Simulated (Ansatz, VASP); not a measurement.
**One calculation of GaAs, two programs**

```
Ga As
1.0
     0.00000    2.82685    2.91166
     2.82685    0.00000    2.91166
     2.82685    2.82685    0.00000
Ga As
1 1
Direct
  0.00000 0.00000 0.00000
  0.75000 0.75000 0.75000
```

Change from the starting cell: zz strain of +3 %, crystal datasets.

Alike in both runs: task electric field gradients; functional PBE; k mesh 11 × 11 × 11; occupations fermi-dirac, width 0.05 eV; no spin polarisation.

```csv
,VASP,Ansatz
version,VASP 6.6.1,Ansatz 0.2.0
potentials or method,"VASP PAW PBE potentials, release 64 (Ga_d, As), cutoff 520 eV","all-electron PAW with datasets made for the crystal, scalar-relativistic"
```

|  | VASP | Ansatz | Ansatz less VASP |
| --- | --- | --- | --- |
| pressure (GPa) | 1.4 | 1.2 | -0.18 |
| traceless stress, the component that is largest in VASP (GPa) | -1.21 | -1.21 | -0.005 |
| size of Vzz on the site where it differs most (V/Å²) | 4.6 | 5.4 | +0.84 |

Ansatz ran all-electron here, and VASP with PAW potentials.
